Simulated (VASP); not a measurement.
# Nb2SiO2 (P-6m2) in VASP: single point with PBE

Aim: the single point of Nb2SiO2 with PBE.

All numbers are computed with VASP 6.6.1; they aren't measurements. Logs are shortened: lines on timing, memory, paths and dates and some standing lists are left out, and cuts for length are marked.

## 1. The cell of the first run

It takes space group P-6m2 (No. 187, hexagonal). Conventional cell: a = 2.903 Å, b = 2.903 Å, c = 9.539 Å, α = 90.00°, β = 90.00°, γ = 120.00°. Within 2.6 Å of Nb (site symmetry 3m) lie 1 O at 1.99 Å. Si (site symmetry -6m2) has 6 O at 2.14 Å and 6 Si at 2.90 Å within 3.0 Å. O (site symmetry 3m) has 1 Nb at 1.99 Å and 3 Si at 2.14 Å and 1 O at 2.65 Å within 2.7 Å.

The cell was built from a structure type or drawn by symmetry, and may not be a known phase.

## 2. Single point, PBE

INCAR reads:

```
SYSTEM = Nb2SiO2
PREC = Accurate ; ENCUT = 600
EDIFF = 1E-6 ; ISMEAR = 0
SIGMA = 0.15 ; LREAL = .FALSE.
LASPH = .TRUE. ; NELM = 120
ALGO = Normal ; ISIF = 2
LWAVE = .FALSE. ; LCHARG = .FALSE.
GGA = PE ; NBANDS = 29
GGA_COMPAT = .FALSE.
```

KPOINTS reads:

```
Automatic mesh
0
G
  4 4 2
  0 0 0
```

POSCAR reads:

```
Nb2SiO2
1.0
    2.9031562999      0.0000000000      0.0000000000
   -1.4515781499      2.5142071068      0.0000000000
    0.0000000000      0.0000000000      9.5385016893
Nb Si O
2 1 2
Direct
    0.0000000000      0.0000000000      0.1525885992
    0.0000000000      0.0000000000      0.8474114008
    0.6666666667      0.3333333333      0.5000000000
    0.0000000000      0.0000000000      0.3608816198
    0.0000000000      0.0000000000      0.6391183802
```

Potentials or basis: VASP PAW PBE potentials, release 64 (Nb_sv, Si, O).

Command:

```console
$ cat potpaw_PBE.64/Nb_sv/POTCAR potpaw_PBE.64/Si/POTCAR potpaw_PBE.64/O/POTCAR > POTCAR
$ mpirun -np 1 vasp_std > vasp.out
```

OUTCAR:

```text
SYSTEM = Nb2SiO2
   PREC = Accurate
   ENCUT = 600
   EDIFF = 1E-6
   ISMEAR = 0
   LREAL = .FALSE.
   LASPH = .TRUE.
   NELM = 120
   ISIF = 2
   GGA = PE

 ion  position               nearest neighbor table
   1  0.000  0.000  0.153-   4 1.99   2 2.91
   2  0.000  0.000  0.847-   5 1.99   1 2.91
   3  0.667  0.333  0.500-   4 2.14   5 2.14   4 2.14   5 2.14   4 2.14   5 2.14
   4  0.000  0.000  0.361-   1 1.99   3 2.14   3 2.14   3 2.14
   5  0.000  0.000  0.639-   2 1.99   3 2.14   3 2.14   3 2.14

  LATTYP: Found a hexagonal cell.
 ALAT       =     2.9031562999
 C/A-ratio  =     3.2855625753

  Lattice vectors:

 A1 = (   2.9031562999,   0.0000000000,   0.0000000000)
 A2 = (  -1.4515781499,   2.5142071068,   0.0000000000)
 A3 = (   0.0000000000,   0.0000000000,   9.5385016893)

Analysis of symmetry for initial positions (statically):
=====================================================================
 Subroutine PRICEL returns:
 Original cell was already a primitive cell.

 Routine SETGRP: Setting up the symmetry group for a
 hexagonal supercell.

 Subroutine GETGRP returns: Found 12 space group operations
 (whereof 12 operations were pure point group operations)
 out of a pool of 24 trial point group operations.

The static configuration has the point symmetry D_3h.

Analysis of symmetry for dynamics (positions and initial velocities):
=====================================================================
 Subroutine PRICEL returns:
 Original cell was already a primitive cell.

 Routine SETGRP: Setting up the symmetry group for a
 hexagonal supercell.

 Subroutine GETGRP returns: Found 12 space group operations
 (whereof 12 operations were pure point group operations)
 out of a pool of 24 trial point group operations.

The dynamic configuration has the point symmetry D_3h.

 Subroutine INISYM returns: Found 12 space group operations
 (whereof 12 operations are pure point group operations),
 and found     1 'primitive' translations

----------------------------------------------------------------------------------------

                                     Primitive cell

  volume of cell :      69.6228

  direct lattice vectors                    reciprocal lattice vectors
     2.903156300  0.000000000  0.000000000     0.344452691  0.198869854  0.000000000
    -1.451578150  2.514207107  0.000000000     0.000000000  0.397739708  0.000000000
     0.000000000  0.000000000  9.538501689     0.000000000  0.000000000  0.104838268

  length of vectors
     2.903156300  2.903156300  9.538501689     0.397739708  0.397739708  0.104838268

  position of ions in fractional coordinates (direct lattice)
     0.000000000  0.000000000  0.152588599
     0.000000000  0.000000000  0.847411401
     0.666666667  0.333333333  0.500000000
     0.000000000  0.000000000  0.360881620
     0.000000000  0.000000000  0.639118380

  ion indices of the primitive-cell ions
   primitive index   ion index
                 1           1
                 2           2
                 3           3
                 4           4
                 5           5

----------------------------------------------------------------------------------------

 KPOINTS: Automatic mesh

Automatic generation of k-mesh.
 Grid dimensions read from file:
 generate k-points for:    4    4    2

 Generating k-lattice:

  Cartesian coordinates                     Fractional coordinates (reciprocal lattice)
     0.086113173  0.049717463  0.000000000     0.250000000  0.000000000  0.000000000
     0.000000000  0.099434927  0.000000000     0.000000000  0.250000000  0.000000000
     0.000000000  0.000000000  0.052419134     0.000000000  0.000000000  0.500000000

  Length of vectors
     0.099434927  0.099434927  0.052419134

  Shift w.r.t. Gamma in fractional coordinates (k-lattice)
     0.000000000  0.000000000  0.000000000

 Subroutine IBZKPT returns following result:
 ===========================================

 Found      8 irreducible k-points:

 Following reciprocal coordinates:
            Coordinates               Weight
  0.000000  0.000000  0.000000      1.000000
  0.250000  0.000000  0.000000      6.000000
  0.500000  0.000000  0.000000      3.000000
  0.250000  0.250000  0.000000      6.000000
  0.000000  0.000000  0.500000      1.000000
  0.250000  0.000000  0.500000      6.000000
  0.500000  0.000000  0.500000      3.000000
  0.250000  0.250000  0.500000      6.000000
   k-points           NKPTS =      8   k-points in BZ     NKDIM =      8   number of bands    NBANDS=     29
   number of dos      NEDOS =    301   number of ions     NIONS =      5
   total plane-waves  NPLWV =  46080
   dimension x,y,z NGX =    24 NGY =   24 NGZ =   80
   dimension x,y,z NGXF=    48 NGYF=   48 NGZF=  160
   ions per type =               2   1   2
   NGX,Y,Z   is equivalent  to a cutoff of  13.74, 13.74, 13.94 a.u.
   NGXF,Y,Z  is equivalent  to a cutoff of  27.49, 27.49, 27.89 a.u.
 SYSTEM =  Nb2SiO2
   PREC   = accura    normal or accurate (medium, high low for compatibility)
   ISTART =      0    job   : 0-new  1-cont  2-samecut
   ICHARG =      2    charge: 1-file 2-atom 10-const
   ISPIN  =      1    spin polarized calculation?
   LNONCOLLINEAR =      F non collinear calculations
   LSORBIT =      F    spin-orbit coupling
   LASPH  =      T    aspherical Exc in radial PAW
   ENCUT  =  600.0 eV  44.10 Ry    6.64 a.u.   5.80  5.80 19.05*2*pi/ulx,y,z
   NELM   =    120;   NELMIN=  2; NELMDL= -5     # of ELM steps
   EDIFF  = 0.1E-05   stopping-criterion for ELM
   LREAL  =      F    real-space projection
   EDIFFG = 0.1E-04   stopping-criterion for IOM
   NSW    =      0    number of steps for IOM
   IBRION =     -1    ionic relax: 0-MD 1-quasi-New 2-CG
   NFREE  =      0    steps in history (QN), initial steepest desc. (CG)
   ISIF   =      2    stress and relaxation
   ISYM   =      2    0-nonsym 1-usesym 2-fastsym
   POTIM  = 0.5000    time-step for ionic-motion
   TEBEG  =    0.0;   TEEND  =   0.0 temperature during run
   PSTRESS=    0.0 pullay stress
   NELECT =      42.0000    total number of electrons
   NUPDOWN=      -1.0000    fix difference up-down
   EMIN   =  10.00;   EMAX   =-10.00  energy-range for DOS
   EFERMI =   0.00;   METHOD = LEGACY
   ISMEAR =     0;   SIGMA  =   0.15  broadening in eV -4-tet -1-fermi 0-gaus
   EFERMI_NEDOS =   21; number of points for ismear=-14 and -15
   IALGO  =     38    algorithm
   IMIX   =      4    mixing-type and parameters
     AMIX     =   0.40;   BMIX     =  1.00
     AMIX_MAG =   1.60;   BMIX_MAG =  1.00
  volume/ion in A,a.u.               =      13.92        93.97
  Fermi-wavevector in a.u.,A,eV,Ry     =   1.383271  2.614004 26.033927  1.913440
  Thomas-Fermi vector in A             =   2.507885
   LORBIT       =      0    0 simple, 1 ext, 2 COOP (PROOUT), +10 PAW based schemes
   GGA     = PE    functional components
   LHFCALC =     F    Hartree Fock is set to
   AEXX    =    0.0000 exact exchange contribution
   IVDW    =     0    specifies the selected vdW correction
   LEPSILON=     F    determine dielectric tensor
   LRPA    =     F    only Hartree local field effects (RPA)
 non-spin polarized calculation
 Gauss-broadening in eV      SIGMA  =   0.15
  energy-cutoff  :      600.00
  volume of cell :       69.62
 maximum number of plane-waves:      2340
 NGX is ok and might be reduce to    24
   NGX = 11   NGY = 11   NGZ = 39

 number of electron      41.9999995 magnetization

 Free energy of the ion-electron system (eV)
  ---------------------------------------------------
  ext. energy  EPLUGINS =         0.00000000
  ---------------------------------------------------
  free energy    TOTEN  =       -37.81235192 eV

  energy without entropy =      -37.75375464  energy(sigma->0) =      -37.78305328

 E-fermi :   9.4728     XC(G=0): -11.6386

 val. band max:        9.4551768108   @ k =   0.2500   0.2500   0.0000
 cond. band min:       9.5811645448   @ k =   0.0000   0.0000   0.0000
 fundamental gap:      0.1259877339
 Fermi energy:         9.4727816972

 k-point     1 :       0.0000    0.0000    0.0000
  band No.  band energies     occupation
      1     -45.8174      2.00000
      2     -45.7718      2.00000
      3     -22.4629      2.00000
      4     -22.0629      2.00000
      5     -21.1270      2.00000
      6     -21.1270      2.00000
[... 21 lines left out ...]
     28      13.0596      0.00000
     29      13.0596      0.00000

 k-point     2 :       0.2500    0.0000    0.0000
  band No.  band energies     occupation
      1     -45.7316      2.00000
      2     -45.6873      2.00000
      3     -22.3639      2.00000
      4     -21.9803      2.00000
      5     -21.7146      2.00000
      6     -21.6673      2.00000
[... 21 lines left out ...]
     28      12.6702      0.00000
     29      12.8470      0.00000

 k-point     3 :       0.5000    0.0000    0.0000
  band No.  band energies     occupation
      1     -45.6442      2.00000
      2     -45.6012      2.00000
      3     -22.2661      2.00000
      4     -22.2631      2.00000
      5     -22.2080      2.00000
      6     -21.8956      2.00000
[... 21 lines left out ...]
     28      14.3732      0.00000
     29      14.4554      0.00000

 k-point     4 :       0.2500    0.2500    0.0000
  band No.  band energies     occupation
      1     -45.6444      2.00000
      2     -45.6014      2.00000
      3     -22.2634      2.00000
      4     -22.0563      2.00000
      5     -22.0031      2.00000
      6     -21.8954      2.00000
[... 21 lines left out ...]
     28      14.9886      0.00000
     29      15.1173      0.00000

 k-point     5 :       0.0000    0.0000    0.5000
  band No.  band energies     occupation
      1     -45.8174      2.00000
      2     -45.7718      2.00000
      3     -22.4620      2.00000
      4     -22.0641      2.00000
      5     -21.1269      2.00000
      6     -21.1269      2.00000
[... 21 lines left out ...]
     28      12.9643      0.00000
     29      12.9643      0.00000

 k-point     6 :       0.2500    0.0000    0.5000
  band No.  band energies     occupation
      1     -45.7316      2.00000
      2     -45.6873      2.00000
      3     -22.3633      2.00000
      4     -21.9812      2.00000
      5     -21.7146      2.00000
      6     -21.6673      2.00000
[... 21 lines left out ...]
     28      12.4932      0.00000
     29      12.8781      0.00000

 k-point     7 :       0.5000    0.0000    0.5000
  band No.  band energies     occupation
      1     -45.6442      2.00000
      2     -45.6012      2.00000
      3     -22.2661      2.00000
      4     -22.2626      2.00000
      5     -22.2080      2.00000
      6     -21.8962      2.00000
[... 21 lines left out ...]
     28      14.4552      0.00000
     29      14.4730      0.00000

 k-point     8 :       0.2500    0.2500    0.5000
  band No.  band energies     occupation
      1     -45.6444      2.00000
      2     -45.6014      2.00000
      3     -22.2629      2.00000
      4     -22.0563      2.00000
      5     -22.0031      2.00000
      6     -21.8960      2.00000
[... 21 lines left out ...]
     28      13.8541      0.00000
     29      15.4324      0.00000

------------------------ aborting loop because EDIFF is reached ----------------------------------------

  FORCE on cell =-STRESS in cart. coord.  units (eV):
  Direction    XX          YY          ZZ          XY          YZ          ZX
  --------------------------------------------------------------------------------------
  -------------------------------------------------------------------------------------
  Total       -0.1245324     -0.1245324     -0.1251384     -0.0000000     -0.0000000      0.0000000
  in kB       -2.8657706     -2.8657706     -2.8797162     -0.0000000     -0.0000000      0.0000000
  external PRESSURE =      -2.8704191 kB  Pullay stress =       0.0000000 kB

 VOLUME and BASIS-vectors are now :
 -----------------------------------------------------------------------------
  energy-cutoff  :      600.00
  volume of cell :       69.62
      direct lattice vectors                 reciprocal lattice vectors
     2.903156300  0.000000000  0.000000000     0.344452691  0.198869854  0.000000000
    -1.451578150  2.514207107  0.000000000     0.000000000  0.397739708  0.000000000
     0.000000000  0.000000000  9.538501689     0.000000000  0.000000000  0.104838268

 POSITION                                       TOTAL-FORCE (eV/Angst)
 -----------------------------------------------------------------------------------
      0.00000      0.00000      1.45547        -0.000000     -0.000000      0.028846
      0.00000      0.00000      8.08304        -0.000000     -0.000000     -0.028846
      1.45158      0.83807      4.76925        -0.000000     -0.000000      0.000000
      0.00000      0.00000      3.44227        -0.000000      0.000000      0.011731
      0.00000      0.00000      6.09623         0.000000     -0.000000     -0.011731
 -----------------------------------------------------------------------------------
    total drift:                               -0.000000      0.000000      0.000000

  FREE ENERGIE OF THE ION-ELECTRON SYSTEM (eV)
  ---------------------------------------------------
  free  energy   TOTEN  =       -37.8123519213 eV

  energy  without entropy=      -37.7537546366  energy(sigma->0) =      -37.78305328
```

Wall time 14 s (1 thread of Intel Xeon 6975P-C (Granite Rapids), shared host); peak memory 0.2 GiB.

What came out:

* Free energy: -37.8124 eV
* Pressure: -0.3 GPa
* Largest force: 0.029 eV/Å
* Band gap on the k mesh: zero (bands 21 and 22 overlap by 0.57 eV)

Forces in eV/Å, atoms in the order of the input:
```
Nb   0.000  0.000  0.029
Nb   0.000  0.000 -0.029
Si   0.000  0.000  0.000
O    0.000  0.000  0.012
O    0.000  0.000 -0.012
```

Levels at points of the mesh, in eV from the Fermi level:
```csv
k point,band 17,band 18,band 19,band 20,band 21,band 22,band 23,band 24,band 25,band 26
"(0.00, 0.00, 0.00)",-4.00,-4.00,-2.69,-1.18,0.11,0.11,0.36,0.36,2.45,2.45
"(0.50, 0.00, 0.00)",-3.56,-3.35,-3.03,-0.39,-0.15,-0.11,1.33,1.42,2.83,3.48
"(0.00, 0.00, 0.50)",-4.01,-4.01,-1.95,-1.60,0.11,0.11,0.36,0.36,2.52,2.52
"(0.50, 0.00, 0.50)",-3.55,-3.03,-2.78,-1.93,0.46,1.02,1.49,1.55,2.58,2.81
```

Caveat: the k points lie up to 0.62 Å⁻¹ apart, too coarse for converged energies and pressures of a metal.
